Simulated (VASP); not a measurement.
# Al2Cu (I4/mcm) in VASP: a series of runs, part 2 of 2

VASP 6.6.1.

## Step 4: Single point, PBEsol

This run uses another cell than the first one, of 14.87 Å³/atom.

INCAR reads:

```
  PREC = Accurate
  ENCUT = 520
  EDIFF = 1E-6
  ISMEAR = 0
  SIGMA = 0.15
  LREAL = False
  LASPH = True
  NELM = 60
  ALGO = Fast
  ISIF = 2
  LWAVE = False
  LCHARG = True
  GGA = PS
  LELF = True
  LVHAR = True
  NBANDS = 26
```

KPOINTS reads:

```
regular mesh
0
Gamma
  10 10 10
```

POSCAR reads:

```
Al2Cu
1.0
   -2.9665500000      2.9665500000      2.5345000000
    2.9665500000     -2.9665500000      2.5345000000
    2.9665500000      2.9665500000     -2.5345000000
Al Cu
4 2
Direct
    0.1593210787      0.6593210787      0.8186421574
    0.6593210787      0.8406789213      0.5000000000
    0.8406789213      0.3406789213      0.1813578426
    0.3406789213      0.1593210787      0.5000000000
    0.7500000000      0.7500000000      0.0000000000
    0.2500000000      0.2500000000      0.0000000000
```

Potentials or basis: VASP PAW PBE potentials, release 64 (Al, Cu).

Started as:

```
$ cat potpaw_PBE.64/Al/POTCAR potpaw_PBE.64/Cu/POTCAR > POTCAR
$ mpirun -np 1 vasp_std > vasp.out
```

OUTCAR:

```text
PREC = Accurate
   ENCUT = 520
   EDIFF = 1E-6
   ISMEAR = 0
   LREAL = False
   LASPH = True
   NELM = 60
   ISIF = 2
   GGA = PS

 ion  position               nearest neighbor table
   1  0.159  0.659  0.819-   5 2.57   6 2.57   5 2.57   6 2.57   3 2.67   3 2.96   3 2.96   4 3.16
                             2 3.16   2 3.16   4 3.16   4 3.16   2 3.16   2 3.16   4 3.16
   2  0.659  0.841  0.500-   6 2.57   5 2.57   5 2.57   6 2.57   4 2.67   4 2.96   4 2.96   1 3.16
                             3 3.16   3 3.16   1 3.16   1 3.16   3 3.16   1 3.16   3 3.16
   3  0.841  0.341  0.181-   5 2.57   6 2.57   5 2.57   6 2.57   1 2.67   1 2.96   1 2.96   4 3.16
                             2 3.16   4 3.16   2 3.16   4 3.16   2 3.16   4 3.16   2 3.16
   4  0.341  0.159  0.500-   5 2.57   6 2.57   6 2.57   5 2.57   2 2.67   2 2.96   2 2.96   3 3.16
                             1 3.16   1 3.16   3 3.16   3 3.16   1 3.16   1 3.16   3 3.16
   5  0.750  0.750  0.000-   6 2.53   6 2.53   2 2.57   4 2.57   2 2.57   4 2.57   1 2.57   3 2.57
                             3 2.57   1 2.57
   6  0.250  0.250  0.000-   5 2.53   5 2.53   4 2.57   3 2.57   4 2.57   1 2.57   2 2.57   2 2.57
                             1 2.57   3 2.57

  LATTYP: Found a body centered tetragonal cell.
 ALAT       =     5.9331000000
 C/A-ratio  =     0.8543594411

  Lattice vectors:

 A1 = (  -2.9665500000,   2.9665500000,   2.5345000000)
 A2 = (   2.9665500000,  -2.9665500000,   2.5345000000)
 A3 = (   2.9665500000,   2.9665500000,  -2.5345000000)

Analysis of symmetry for initial positions (statically):
=====================================================================
 Subroutine PRICEL returns:
 Original cell was already a primitive cell.

 Routine SETGRP: Setting up the symmetry group for a
 body centered tetragonal supercell.

 Subroutine GETGRP returns: Found 16 space group operations
 (whereof  8 operations were pure point group operations)
 out of a pool of 16 trial point group operations.

The static configuration has the point symmetry C_4h.
 The point group associated with its full space group is D_4h.

Analysis of symmetry for dynamics (positions and initial velocities):
=====================================================================
[... 146 lines left out ...]
   AEXX    =    0.0000 exact exchange contribution
   IVDW    =     0    specifies the selected vdW correction
   LEPSILON=     F    determine dielectric tensor
   LRPA    =     F    only Hartree local field effects (RPA)
 non-spin polarized calculation
 RMM-DIIS sequential band-by-band and
 Gauss-broadening in eV      SIGMA  =   0.15
  energy-cutoff  :      520.00
  volume of cell :       89.22
 maximum number of plane-waves:      2438
   NGX = 19   NGY = 19   NGZ = 19

 number of electron      33.9999998 magnetization

 Free energy of the ion-electron system (eV)
  ---------------------------------------------------
  ext. energy  EPLUGINS =         0.00000000
  ---------------------------------------------------
  free energy    TOTEN  =       -25.92710752 eV

  energy without entropy =      -25.90546985  energy(sigma->0) =      -25.91628869

 E-fermi :   7.8800     XC(G=0): -10.9568

 val. band max:        7.8678399620   @ k =   0.5000   0.1000   0.0000
 cond. band min:       7.8857059816   @ k =   0.2000   0.2000   0.2000
 fundamental gap:      0.0178660196
 Fermi energy:         7.8800225740

 k-point     1 :       0.0000    0.0000    0.0000
  band No.  band energies     occupation
      1      -2.8567      2.00000
      2       2.6687      2.00000
      3       2.7524      2.00000
      4       2.7524      2.00000
      5       2.9515      2.00000
      6       3.7301      2.00000
[... 685 lines left out ...]
     25      14.9435      0.00000
     26      15.3644      0.00000

 [... further k-points ...]

------------------------ aborting loop because EDIFF is reached ----------------------------------------

  FORCE on cell =-STRESS in cart. coord.  units (eV):
  Direction    XX          YY          ZZ          XY          YZ          ZX
  --------------------------------------------------------------------------------------
  -------------------------------------------------------------------------------------
  Total       -0.1499424     -0.1499424     -3.8762118      0.0000000      0.0000000      0.0000000
  in kB       -2.6926460     -2.6926460    -69.6085273      0.0000000      0.0000000      0.0000000
  external PRESSURE =     -24.9979398 kB  Pullay stress =       0.0000000 kB

 VOLUME and BASIS-vectors are now :
 -----------------------------------------------------------------------------
  energy-cutoff  :      520.00
  volume of cell :       89.22
      direct lattice vectors                 reciprocal lattice vectors
    -2.966550000  2.966550000  2.534500000     0.000000000  0.168545954  0.197277570
     2.966550000 -2.966550000  2.534500000     0.168545954  0.000000000  0.197277570
     2.966550000  2.966550000 -2.534500000     0.168545954  0.168545954  0.000000000

 POSITION                                       TOTAL-FORCE (eV/Angst)
 -----------------------------------------------------------------------------------
      3.91182      0.94527      0.00000         0.130757      0.130757      0.000000
      2.02128      0.94527      2.53450        -0.130757      0.130757      0.000000
     -0.94527      2.02128      2.53450        -0.130757     -0.130757     -0.000000
      0.94527      2.02128      0.00000         0.130757     -0.130757     -0.000000
      0.00000      0.00000      3.80175        -0.000000     -0.000000      0.000000
      0.00000      0.00000      1.26725        -0.000000     -0.000000      0.000000
 -----------------------------------------------------------------------------------
    total drift:                                0.000000      0.000000      0.000000

  FREE ENERGIE OF THE ION-ELECTRON SYSTEM (eV)
  ---------------------------------------------------
  free  energy   TOTEN  =       -25.9271075221 eV

  energy  without entropy=      -25.9054698509  energy(sigma->0) =      -25.91628869
```

stdout:

```text
POSCAR found type information on POSCAR AlCu
 POSCAR found :  2 types and       6 ions
 scaLAPACK will be used
 -----------------------------------------------------------------------------
|                                                                             |
|                                                                             |
|     You enforced a specific xc type in the INCAR file but a different       |
|     I HOPE YOU KNOW WHAT YOU ARE DOING!                                     |
|                                                                             |
 -----------------------------------------------------------------------------

 LDA part: xc-table for (Slater+PW92), standard interpolation
 POSCAR, INCAR and KPOINTS ok, starting setup
 FFT: planning ... GRIDC
 FFT: planning ... GRID_SOFT
 FFT: planning ... GRID
 WAVECAR not read
 entering main loop
```

It took 2.1 min on 1 thread of Intel Xeon 6975P-C (Granite Rapids), shared host; peak memory 0.33 GiB.

What came out:

```
Free energy            : -25.9271 eV
Pressure               : -2.5 GPa
Largest force          : 0.185 eV/Å
Band gap on the k mesh : zero (bands 17 and 18 overlap by 3.79 eV)
```

Forces in eV/Å, atoms in the order of the input:
```
Al   0.131  0.131  0.000
Al  -0.131  0.131  0.000
Al  -0.131 -0.131  0.000
Al   0.131 -0.131  0.000
Cu   0.000  0.000  0.000
Cu   0.000  0.000  0.000
```

Levels at points of the mesh, in eV from the Fermi level:
| k point | band 15 | band 16 | band 17 | band 18 | band 19 | band 20 |
| --- | --- | --- | --- | --- | --- | --- |
| (0.00, 0.00, 0.00) | -1.62 | -1.33 | -1.33 | -1.04 | -0.23 | 0.10 |
| (0.50, 0.00, 0.00) | -2.56 | -2.56 | 0.43 | 0.43 | 3.57 | 3.57 |
| (0.50, 0.50, 0.00) | -1.44 | -1.11 | -1.00 | -0.71 | 1.19 | 1.67 |
| (0.50, 0.50, 0.50) | -3.24 | -2.04 | 2.33 | 2.92 | 2.92 | 3.51 |

Caveat: the PAW data sets were made with another functional, which shifts forces and pressure a little.

## Step 5: Single point, PBEsol

This run uses another cell than the first one, of 14.88 Å³/atom.

INCAR reads:

```
  PREC = Accurate
  ENCUT = 520
  EDIFF = 1E-6
  ISMEAR = 0
  SIGMA = 0.15
  LREAL = F
  LASPH = T
  NELM = 60
  ALGO = Fast
  ISIF = 2
  LWAVE = F
  LCHARG = F
  GGA = PS
  NBANDS = 26
```

KPOINTS is that of step 4.

POSCAR: that of step 4 with these lines changed.

```diff
@@ -2,5 +2,5 @@
 1.0
-   -2.9665500000      2.9665500000      2.5345000000
-    2.9665500000     -2.9665500000      2.5345000000
-    2.9665500000      2.9665500000     -2.5345000000
+   -3.0564500000      3.0564500000      2.3896500000
+    3.0564500000     -3.0564500000      2.3896500000
+    3.0564500000      3.0564500000     -2.3896500000
 Al Cu
```

Started as:

```
$ cat potpaw_PBE.64/Al/POTCAR potpaw_PBE.64/Cu/POTCAR > POTCAR
$ mpirun -np 1 vasp_std > vasp.out
```

Wall time 3.2 min (1 thread of Intel Xeon 6975P-C (Granite Rapids), shared host); peak memory 0.37 GiB.

Results (log left out):

- Free energy: -25.9824 eV
- Pressure: -2.7 GPa
- Largest force: 0.062 eV/Å
- Band gap on the k mesh: zero (bands 17 and 18 overlap by 4.62 eV)

Forces in eV/Å, atoms in the order of the input:
```
Al  -0.044 -0.044  0.000
Al   0.044 -0.044  0.000
Al   0.044  0.044  0.000
Al  -0.044  0.044  0.000
Cu   0.000  0.000  0.000
Cu   0.000  0.000  0.000
```

Stress tensor (GPa, compression positive):
```
-4.03  0.00  0.00
 0.00 -4.03  0.00
 0.00  0.00 -0.03
```

Levels at points of the mesh, in eV from the Fermi level:
| k point | band 15 | band 16 | band 17 | band 18 | band 19 | band 20 |
| --- | --- | --- | --- | --- | --- | --- |
| (0.00, 0.00, 0.00) | -1.24 | -1.16 | -1.16 | -0.94 | -0.23 | 0.08 |
| (0.50, 0.00, 0.00) | -2.66 | -2.66 | 0.09 | 0.09 | 3.80 | 3.80 |
| (0.50, 0.50, 0.00) | -1.66 | -1.44 | -0.88 | -0.58 | 0.54 | 0.96 |
| (0.50, 0.50, 0.50) | -3.20 | -1.76 | 2.67 | 2.94 | 2.94 | 3.18 |

Caveat: the PAW data sets were made with another functional, which shifts forces and pressure a little.

## Step 6: Single point, PBEsol

This run uses another cell than the first one, of 14.85 Å³/atom.

INCAR reads:

```
PREC     = Accurate       # precision mode
ENCUT    = 520            # plane-wave cutoff, eV
EDIFF    = 1E-6           # SCF threshold, eV
ISMEAR   = 0              # smearing method
SIGMA    = 0.15           # smearing width, eV
LREAL    = F              # projectors in reciprocal space
LASPH    = T              # aspherical terms in the spheres
NELM     = 80             # most SCF steps
ALGO     = Fast           # electronic algorithm
ISIF     = 2              # what is computed and relaxed
LWAVE    = F              # write WAVECAR
LCHARG   = T              # write CHGCAR
GGA      = PS             # functional
LELF     = T              # ELF
LVHAR    = T            
NBANDS   = 26             # bands
```

KPOINTS reads:

```
Automatic mesh
0
Gamma
  10 10 10
```

POSCAR: that of step 5 with these lines changed.

```diff
@@ -2,5 +2,5 @@
 1.0
-   -3.0564500000      3.0564500000      2.3896500000
-    3.0564500000     -3.0564500000      2.3896500000
-    3.0564500000      3.0564500000     -2.3896500000
+   -3.1163500000      3.1163500000      2.2931000000
+    3.1163500000     -3.1163500000      2.2931000000
+    3.1163500000      3.1163500000     -2.2931000000
 Al Cu
```

Potentials or basis: VASP PAW PBE potentials, release 64 (Al, Cu).

Started as:

```
$ cat potpaw_PBE.64/Al/POTCAR potpaw_PBE.64/Cu/POTCAR > POTCAR
$ mpirun -np 1 vasp_std > vasp.out
```

Wall time 3.6 min (1 thread of Intel Xeon 6975P-C (Granite Rapids), shared host); peak memory 0.37 GiB.

The run converged. Its results:

```
Free energy            : -25.7861 eV
Pressure               : -1.8 GPa
Largest force          : 0.193 eV/Å
Band gap on the k mesh : zero (bands 17 and 18 overlap by 4.87 eV)
```

Forces on the atoms (eV/Å):
```
Al  -0.136 -0.136  0.000
Al   0.136 -0.136  0.000
Al   0.136  0.136  0.000
Al  -0.136  0.136  0.000
Cu   0.000  0.000  0.000
Cu   0.000  0.000  0.000
```

Stress tensor (GPa, compression positive):
```
-6.46  0.00  0.00
 0.00 -6.46  0.00
 0.00  0.00  7.38
```

Levels at points of the mesh, in eV from the Fermi level:
```
           k point  band 13  band 14  band 15  band 16  band 17  band 18  band 19  band 20  band 21  band 22
(0.00, 0.00, 0.00)    -3.08    -2.53    -1.27    -1.02    -1.02    -0.88     0.09     0.17     1.86     1.86
(0.50, 0.00, 0.00)    -3.25    -3.25    -2.75    -2.75    -0.16    -0.16     3.35     3.35     3.69     3.69
(0.50, 0.50, 0.00)    -2.51    -2.20    -2.05    -1.88    -0.54    -0.30     0.09     0.47     4.41     4.79
(0.50, 0.50, 0.50)    -3.57    -3.08    -3.08    -1.57     2.93     2.99     2.99     3.01     4.36     5.03
```

Caveat: the PAW data sets were made with another functional, which shifts forces and pressure a little.

## Step 7: The runs side by side

```tsv
cell	gap on the mesh (eV)	pressure (GPa)	largest force (eV/Å)
a = 4.744 Å, angles 103.5, 103.5, 122.2°, 6 atoms	none	12.8	0.20
a = 4.926 Å, angles 104.2, 104.2, 120.7°, 6 atoms	none	-2.8	0.02
a = 4.901 Å, angles 105.5, 105.5, 117.7°, 6 atoms	none	-2.5	0.18
a = 4.939 Å, angles 103.5, 103.5, 122.1°, 6 atoms	none	-2.7	0.06
a = 4.968 Å, angles 102.3, 102.3, 125.0°, 6 atoms	none	-1.8	0.19
```

Alike in all rows: task single point; level PBEsol; potentials or basis VASP PAW PBE potentials, release 64 (Al, Cu); no spin polarisation; k mesh 10 × 10 × 10; cutoff (eV) 520; smearing gaussian 0.15 eV.

Caveats: the PAW data sets were made with another functional, which shifts forces and pressure a little; the cell stands under pressure (at least some runs).

Absolute energies hang on the potentials; compare differences alone.
